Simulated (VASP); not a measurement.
Input of a VASP 6.6.1 run:

The input POSCAR:

```
TiC
1.0
    3.0420900000      0.0000000000      0.0000000000
   -1.5210400000      2.6345200000      0.0000000000
    0.0000000000      0.0000000000      2.6979700000
Ti C
1 1
Direct
    0.0000000000      0.0000000000      0.5000000000
    0.3333300000      0.6666700000      0.0000000000
```

Contents of INCAR.step1:

```
ALGO = Normal ; EDIFF = 1E-5
ENCUT = 520 ; GGA = PE
ISIF = 2 ; ISMEAR = -1
LASPH = True ; LREAL = False
LWAVE = True ; NBANDS = 15
NELM = 60 ; PREC = Accurate
SIGMA = 0.05
```

The input INCAR.step2:

```
AEXX = 1.0 ; AGGAC = 0.0
ALDAC = 0.0 ; ALGO = Normal
EDIFF = 1E-6 ; ENCUT = 520
GGA = PE ; ISIF = 2
ISMEAR = -1 ; ISTART = 1
LASPH = True ; LCHARG = True
LELF = True ; LHFCALC = True
LREAL = False ; LVHAR = True
LWAVE = False ; NBANDS = 15
NELM = 60 ; PREC = Accurate
PRECFOCK = Normal ; SIGMA = 0.05
```

File KPOINTS:

```
k-points
0
Gamma
  5 5 5
```

Potentials or basis: VASP PAW PBE potentials, release 64 (Ti_sv, C).

Run with:

```bash
$ cat potpaw_PBE.64/Ti_sv/POTCAR potpaw_PBE.64/C/POTCAR > POTCAR
$ cp INCAR.step1 INCAR
$ mpirun -np 1 vasp_std > vasp.out
$ cp INCAR.step2 INCAR
$ mpirun -np 1 vasp_std > vasp.out
```

**Question.** Estimate the pressure.

**Answer.** 2.4 GPa.

**Question.** Estimate the band gap on the k mesh.

**Answer.** Zero (bands 8 and 9 overlap by 2.09 eV).

Stress tensor (GPa, compression positive):
```
 8.07  0.00  0.00
 0.00  8.07  0.00
 0.00  0.00 -8.90
```

Caveat: the k points lie up to 0.48 Å⁻¹ apart, too coarse for converged energies and pressures of a metal; the PAW data sets were made with another functional, which shifts forces and pressure a little.
